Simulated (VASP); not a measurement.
# Ca2Nb2O6F (Fd-3m) in VASP: single point with PBE

Aim: the single point of Ca2Nb2O6F with PBE.

All numbers are computed with VASP 6.6.1; they aren't measurements. Logs are shortened: lines on timing, memory, paths and dates and some standing lists are left out, and cuts for length are marked.

**1. The cell of the first run**

Symmetry: Fd-3m, No. 227, cubic system. Conventional cell: a = 10.444 Å, b = 10.444 Å, c = 10.444 Å, α = 90.00°, β = 90.00°, γ = 90.00°. Ca (site symmetry -3m) has 2 F at 2.26 Å and 6 O at 2.57 Å within 3.0 Å. Nb (site symmetry -3m) has 6 O at 2.02 Å within 2.7 Å. Within 2.7 Å of O (site symmetry 2mm) lie 2 Nb at 2.02 Å and 2 Ca at 2.57 Å and 4 O at 2.70 Å. Within 3.1 Å of F (site symmetry -43m) lie 4 Ca at 2.26 Å and 6 O at 3.09 Å.

**2. Single point, PBE**

INCAR reads:

```
PREC = Accurate ; ENCUT = 520
EDIFF = 1E-7 ; ISMEAR = -1
SIGMA = 0.05 ; LREAL = Auto
LASPH = True ; NELM = 100
ALGO = Normal ; ISIF = 2
LWAVE = False ; LCHARG = False
GGA = PE ; NBANDS = 106
```

KPOINTS reads:

```
Automatic mesh
0
Gamma
  6 6 6
```

POSCAR reads:

```
Ca2Nb2O6F
1.0
    0.0000000000      5.2220000000      5.2220000000
    5.2220000000      0.0000000000      5.2220000000
    5.2220000000      5.2220000000      0.0000000000
Ca Nb O F
4 4 12 2
Direct
    0.6250000000      0.6250000000      0.6250000000
    0.1250000000      0.6250000000      0.6250000000
    0.6250000000      0.6250000000      0.1250000000
    0.6250000000      0.1250000000      0.6250000000
    0.1250000000      0.1250000000      0.1250000000
    0.6250000000      0.1250000000      0.1250000000
    0.1250000000      0.1250000000      0.6250000000
    0.1250000000      0.6250000000      0.1250000000
    0.7960752726      0.2039247274      0.2039247274
    0.4539247274      0.0460752726      0.4539247274
    0.2039247274      0.7960752726      0.7960752726
    0.0460752726      0.4539247274      0.0460752726
    0.2039247274      0.7960752726      0.2039247274
    0.4539247274      0.4539247274      0.0460752726
    0.7960752726      0.2039247274      0.7960752726
    0.0460752726      0.0460752726      0.4539247274
    0.4539247274      0.0460752726      0.0460752726
    0.2039247274      0.2039247274      0.7960752726
    0.0460752726      0.4539247274      0.4539247274
    0.7960752726      0.7960752726      0.2039247274
    0.5000000000      0.5000000000      0.5000000000
    0.7500000000      0.7500000000      0.7500000000
```

Potentials or basis: VASP PAW PBE potentials, release 64 (Ca_sv, Nb_sv, O, F).

Launch:

```bash
$ cat potpaw_PBE.64/Ca_sv/POTCAR potpaw_PBE.64/Nb_sv/POTCAR potpaw_PBE.64/O/POTCAR potpaw_PBE.64/F/POTCAR > POTCAR
$ mpirun -np 1 vasp_std > vasp.out
```

OUTCAR:

```text
PREC = Accurate
   ENCUT = 520
   EDIFF = 1E-7
   ISMEAR = -1
   LREAL = Auto
   LASPH = True
   NELM = 100
   ISIF = 2
   GGA = PE

 ion  position               nearest neighbor table
   1  0.625  0.625  0.625-  21 2.26  22 2.26  14 2.57  15 2.57  19 2.57  20 2.57  10 2.57  11 2.57

   2  0.125  0.625  0.625-  21 2.26  22 2.26  13 2.57  16 2.57  18 2.57  19 2.57  11 2.57  12 2.57

   3  0.625  0.625  0.125-  21 2.26  22 2.26  13 2.57  17 2.57   9 2.57  12 2.57  14 2.57  20 2.57

   4  0.625  0.125  0.625-  21 2.26  22 2.26  15 2.57  16 2.57  17 2.57  18 2.57   9 2.57  10 2.57

   5  0.125  0.125  0.125-   9 2.02  12 2.02  13 2.02  16 2.02  17 2.02  18 2.02
   6  0.625  0.125  0.125-   9 2.02  10 2.02  14 2.02  15 2.02  17 2.02  20 2.02
   7  0.125  0.125  0.625-  10 2.02  11 2.02  15 2.02  16 2.02  18 2.02  19 2.02
   8  0.125  0.625  0.125-  11 2.02  12 2.02  13 2.02  14 2.02  19 2.02  20 2.02
   9  0.796  0.204  0.204-   5 2.02   6 2.02   3 2.57   4 2.57
  10  0.454  0.046  0.454-   6 2.02   7 2.02   1 2.57   4 2.57
  11  0.204  0.796  0.796-   7 2.02   8 2.02   1 2.57   2 2.57
  12  0.046  0.454  0.046-   5 2.02   8 2.02   2 2.57   3 2.57
  13  0.204  0.796  0.204-   5 2.02   8 2.02   2 2.57   3 2.57
  14  0.454  0.454  0.046-   6 2.02   8 2.02   1 2.57   3 2.57
  15  0.796  0.204  0.796-   6 2.02   7 2.02   1 2.57   4 2.57
  16  0.046  0.046  0.454-   5 2.02   7 2.02   2 2.57   4 2.57
  17  0.454  0.046  0.046-   5 2.02   6 2.02   3 2.57   4 2.57
  18  0.204  0.204  0.796-   5 2.02   7 2.02   2 2.57   4 2.57
  19  0.046  0.454  0.454-   7 2.02   8 2.02   1 2.57   2 2.57
  20  0.796  0.796  0.204-   6 2.02   8 2.02   1 2.57   3 2.57
  21  0.500  0.500  0.500-   2 2.26   3 2.26   4 2.26   1 2.26
  22  0.750  0.750  0.750-   2 2.26   3 2.26   4 2.26   1 2.26

  LATTYP: Found a face centered cubic cell.
 ALAT       =    10.4440000000

  Lattice vectors:

 A1 = (   0.0000000000,   5.2220000000,   5.2220000000)
 A2 = (   5.2220000000,   0.0000000000,   5.2220000000)
 A3 = (   5.2220000000,   5.2220000000,   0.0000000000)

Analysis of symmetry for initial positions (statically):
=====================================================================
 Subroutine PRICEL returns:
 Original cell was already a primitive cell.

 Routine SETGRP: Setting up the symmetry group for a
 face centered cubic supercell.

 Subroutine GETGRP returns: Found 48 space group operations
 (whereof 24 operations were pure point group operations)
 out of a pool of 48 trial point group operations.

The static configuration has the point symmetry T_d .
 The point group associated with its full space group is O_h .

Analysis of symmetry for dynamics (positions and initial velocities):
=====================================================================
 Subroutine PRICEL returns:
 Original cell was already a primitive cell.

 Routine SETGRP: Setting up the symmetry group for a
 face centered cubic supercell.

 Subroutine GETGRP returns: Found 48 space group operations
 (whereof 24 operations were pure point group operations)
 out of a pool of 48 trial point group operations.

The dynamic configuration has the point symmetry T_d .
 The point group associated with its full space group is O_h .

 Subroutine INISYM returns: Found 48 space group operations
 (whereof 24 operations are pure point group operations),
 and found     1 'primitive' translations

----------------------------------------------------------------------------------------

                                     Primitive cell

  volume of cell :     284.8004

  direct lattice vectors                    reciprocal lattice vectors
     0.000000000  5.222000000  5.222000000    -0.095748755  0.095748755  0.095748755
     5.222000000  0.000000000  5.222000000     0.095748755 -0.095748755  0.095748755
     5.222000000  5.222000000  0.000000000     0.095748755  0.095748755 -0.095748755

  length of vectors
     7.385023223  7.385023223  7.385023223     0.165841709  0.165841709  0.165841709

  position of ions in fractional coordinates (direct lattice)
     0.625000000  0.625000000  0.625000000
     0.125000000  0.625000000  0.625000000
     0.625000000  0.625000000  0.125000000
     0.625000000  0.125000000  0.625000000
     0.125000000  0.125000000  0.125000000
     0.625000000  0.125000000  0.125000000
[... 14 lines left out ...]
     0.500000000  0.500000000  0.500000000
     0.750000000  0.750000000  0.750000000

  ion indices of the primitive-cell ions
   primitive index   ion index
                 1           1
                 2           2
                 3           3
                 4           4
                 5           5
                 6           6
[... 14 lines left out ...]
                21          21
                22          22

----------------------------------------------------------------------------------------

 KPOINTS: Automatic mesh

Automatic generation of k-mesh.
 Grid dimensions read from file:
 generate k-points for:    6    6    6

 Generating k-lattice:

  Cartesian coordinates                     Fractional coordinates (reciprocal lattice)
    -0.015958126  0.015958126  0.015958126     0.166666667  0.000000000  0.000000000
     0.015958126 -0.015958126  0.015958126     0.000000000  0.166666667  0.000000000
     0.015958126  0.015958126 -0.015958126     0.000000000  0.000000000  0.166666667

  Length of vectors
     0.027640285  0.027640285  0.027640285

  Shift w.r.t. Gamma in fractional coordinates (k-lattice)
     0.000000000  0.000000000  0.000000000

 Subroutine IBZKPT returns following result:
 ===========================================

 Found     16 irreducible k-points:

 Following reciprocal coordinates:
            Coordinates               Weight
  0.000000  0.000000  0.000000      1.000000
  0.166667  0.000000  0.000000      8.000000
  0.333333  0.000000  0.000000      8.000000
  0.500000  0.000000  0.000000      4.000000
  0.166667  0.166667  0.000000      6.000000
  0.333333  0.166667  0.000000     24.000000
[... 8 lines left out ...]
 -0.333333  0.333333  0.166667     24.000000
 -0.333333  0.500000  0.166667     12.000000
   k-points           NKPTS =     16   k-points in BZ     NKDIM =     16   number of bands    NBANDS=    106
   number of dos      NEDOS =    301   number of ions     NIONS =     22
   total plane-waves  NPLWV = 175616
   dimension x,y,z NGX =    56 NGY =   56 NGZ =   56
   dimension x,y,z NGXF=   112 NGYF=  112 NGZF=  112
   ions per type =               4   4  12   2
   NGX,Y,Z   is equivalent  to a cutoff of  12.61, 12.61, 12.61 a.u.
   NGXF,Y,Z  is equivalent  to a cutoff of  25.21, 25.21, 25.21 a.u.
 SYSTEM =  unknown system
   PREC   = accura    normal or accurate (medium, high low for compatibility)
   ISTART =      0    job   : 0-new  1-cont  2-samecut
   ICHARG =      2    charge: 1-file 2-atom 10-const
   ISPIN  =      1    spin polarized calculation?
   LNONCOLLINEAR =      F non collinear calculations
   LSORBIT =      F    spin-orbit coupling
   LASPH  =      T    aspherical Exc in radial PAW
   ENCUT  =  520.0 eV  38.22 Ry    6.18 a.u.  13.73 13.73 13.73*2*pi/ulx,y,z
   NELM   =    100;   NELMIN=  2; NELMDL= -5     # of ELM steps
   EDIFF  = 0.1E-06   stopping-criterion for ELM
   LREAL  =      T    real-space projection
   EDIFFG = 0.1E-05   stopping-criterion for IOM
   NSW    =      0    number of steps for IOM
   IBRION =     -1    ionic relax: 0-MD 1-quasi-New 2-CG
   NFREE  =      0    steps in history (QN), initial steepest desc. (CG)
   ISIF   =      2    stress and relaxation
   ISYM   =      2    0-nonsym 1-usesym 2-fastsym
   POTIM  = 0.5000    time-step for ionic-motion
   TEBEG  =    0.0;   TEEND  =   0.0 temperature during run
   PSTRESS=    0.0 pullay stress
   NELECT =     178.0000    total number of electrons
   NUPDOWN=      -1.0000    fix difference up-down
   EMIN   =  10.00;   EMAX   =-10.00  energy-range for DOS
   EFERMI =   0.00;   METHOD = LEGACY
   ISMEAR =    -1;   SIGMA  =   0.05  broadening in eV -4-tet -1-fermi 0-gaus
   EFERMI_NEDOS =   21; number of points for ismear=-14 and -15
   IALGO  =     38    algorithm
   IMIX   =      4    mixing-type and parameters
     AMIX     =   0.40;   BMIX     =  1.00
     AMIX_MAG =   1.60;   BMIX_MAG =  1.00
  volume/ion in A,a.u.               =      12.95        87.36
  Fermi-wavevector in a.u.,A,eV,Ry     =   1.399699  2.645047 26.655951  1.959157
  Thomas-Fermi vector in A             =   2.522733
   LORBIT       =      0    0 simple, 1 ext, 2 COOP (PROOUT), +10 PAW based schemes
   GGA     = PE    functional components
   LHFCALC =     F    Hartree Fock is set to
   AEXX    =    0.0000 exact exchange contribution
   IVDW    =     0    specifies the selected vdW correction
   LEPSILON=     F    determine dielectric tensor
   LRPA    =     F    only Hartree local field effects (RPA)
 non-spin polarized calculation
  energy-cutoff  :      520.00
  volume of cell :      284.80
 maximum number of plane-waves:      7727
   NGX = 27   NGY = 27   NGZ = 27

 number of electron     178.0000027 magnetization

 Free energy of the ion-electron system (eV)
  ---------------------------------------------------
  ext. energy  EPLUGINS =         0.00000000
  ---------------------------------------------------
  free energy    TOTEN  =      -176.92190158 eV

  energy without entropy =     -176.75715242  energy(sigma->0) =     -176.83952700

 E-fermi :   7.1512     XC(G=0): -10.5844

 val. band max:        7.1494306459   @ k =  -0.1667   0.1667   0.0000
 cond. band min:       7.1621399322   @ k =  -0.3333   0.3333   0.1667
 fundamental gap:      0.0127092863
 Fermi energy:         7.1511588186

 k-point     1 :       0.0000    0.0000    0.0000
  band No.  band energies     occupation
      1     -50.3873      2.00000
      2     -50.3747      2.00000
      3     -50.3747      2.00000
      4     -50.3747      2.00000
      5     -34.9443      2.00000
      6     -34.9099      2.00000
[... 93 lines left out ...]
    100       8.5990      0.00000
    101       9.4955      0.00000

 k-point     2 :       0.1667    0.0000    0.0000
  band No.  band energies     occupation
      1     -50.3867      2.00000
      2     -50.3753      2.00000
      3     -50.3747      2.00000
      4     -50.3747      2.00000
      5     -34.9426      2.00000
      6     -34.9116      2.00000
[... 1549 lines left out ...]
    100       8.6136      0.00000
    101       9.5033      0.00000
 [bands above 101 left out]

------------------------ aborting loop because EDIFF is reached ----------------------------------------

  FORCE on cell =-STRESS in cart. coord.  units (eV):
  Direction    XX          YY          ZZ          XY          YZ          ZX
  --------------------------------------------------------------------------------------
  -------------------------------------------------------------------------------------
  Total        1.9099711      1.9099711      1.9099711     -0.0000000     -0.0000000     -0.0000000
  in kB       10.7447618     10.7447618     10.7447618     -0.0000000     -0.0000000     -0.0000000
  external PRESSURE =      10.7447618 kB  Pullay stress =       0.0000000 kB

 VOLUME and BASIS-vectors are now :
 -----------------------------------------------------------------------------
  energy-cutoff  :      520.00
  volume of cell :      284.80
      direct lattice vectors                 reciprocal lattice vectors
     0.000000000  5.222000000  5.222000000    -0.095748755  0.095748755  0.095748755
     5.222000000  0.000000000  5.222000000     0.095748755 -0.095748755  0.095748755
     5.222000000  5.222000000  0.000000000     0.095748755  0.095748755 -0.095748755

 POSITION                                       TOTAL-FORCE (eV/Angst)
 -----------------------------------------------------------------------------------
      6.52750      6.52750      6.52750         0.000000      0.000000      0.000000
      6.52750      3.91650      3.91650         0.000000      0.000000      0.000000
      3.91650      3.91650      6.52750         0.000000      0.000000      0.000000
      3.91650      6.52750      3.91650         0.000000      0.000000      0.000000
      1.30550      1.30550      1.30550         0.000000      0.000000      0.000000
      1.30550      3.91650      3.91650         0.000000      0.000000      0.000000
[... 14 lines left out ...]
      5.22200      5.22200      5.22200         0.000000      0.000000      0.000000
      7.83300      7.83300      7.83300         0.000000      0.000000      0.000000
 -----------------------------------------------------------------------------------
    total drift:                                0.000000      0.000000      0.000000

  FREE ENERGIE OF THE ION-ELECTRON SYSTEM (eV)
  ---------------------------------------------------
  free  energy   TOTEN  =      -176.9219015758 eV

  energy  without entropy=     -176.7571524181  energy(sigma->0) =     -176.83952700
```

Wall time 39 min (1 thread of Intel Xeon 8259CL, shared host); peak memory 0.64 GiB.

What came out:

| Quantity | Value |
| --- | --- |
| Free energy | -176.9219 eV |
| Pressure | 1.1 GPa |
| Largest force | 0.016 eV/Å |
| Band gap on the k mesh | zero (bands 89 and 90 overlap by 0.40 eV) |

Forces on the atoms (eV/Å):
```
Ca   0.000  0.000  0.000
Ca   0.000  0.000  0.000
Ca   0.000  0.000  0.000
Ca   0.000  0.000  0.000
Nb   0.000  0.000  0.000
Nb   0.000  0.000  0.000
Nb   0.000  0.000  0.000
Nb   0.000  0.000  0.000
O   -0.016  0.000  0.000
O    0.000 -0.016  0.000
O    0.016  0.000  0.000
O    0.000  0.016  0.000
O    0.000 -0.016  0.000
O    0.000  0.000 -0.016
O    0.000  0.016  0.000
O    0.000  0.000  0.016
O    0.016  0.000  0.000
O    0.000  0.000 -0.016
O   -0.016  0.000  0.000
O    0.000  0.000  0.016
F    0.000  0.000  0.000
F    0.000  0.000  0.000
```
